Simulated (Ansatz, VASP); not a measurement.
**Re in VASP and in Ansatz**

```xyz
1
Lattice="0.0000 1.9347 1.9347 1.9347 0.0000 1.9347 1.9347 1.9347 0.0000" Properties=species:S:1:pos:R:3 pbc="T T T"
Re    0.0000    0.0000    0.0000
```

Change from the starting cell: volume scaled by 0.94.

Alike in both runs: task single point; functional PBE; k mesh 14 × 14 × 14; occupations fermi-dirac, width 0.03 eV; no spin polarisation.

|  | VASP | Ansatz |
| --- | --- | --- |
| version | VASP 6.6.1 | Ansatz 0.2.0 |
| potentials or method | VASP PAW PBE potentials, release 64 (Re), cutoff 520 eV | all-electron LAPW, scalar-relativistic |

Ansatz gave:

| Item | Value |
| --- | --- |
| pressure (GPa) | 13.6 |

Task: Which values does VASP return?

Result: Pressure (GPa): 13.2.

Ansatz ran all-electron here, and VASP with PAW potentials.

Spin-orbit coupling is off throughout.
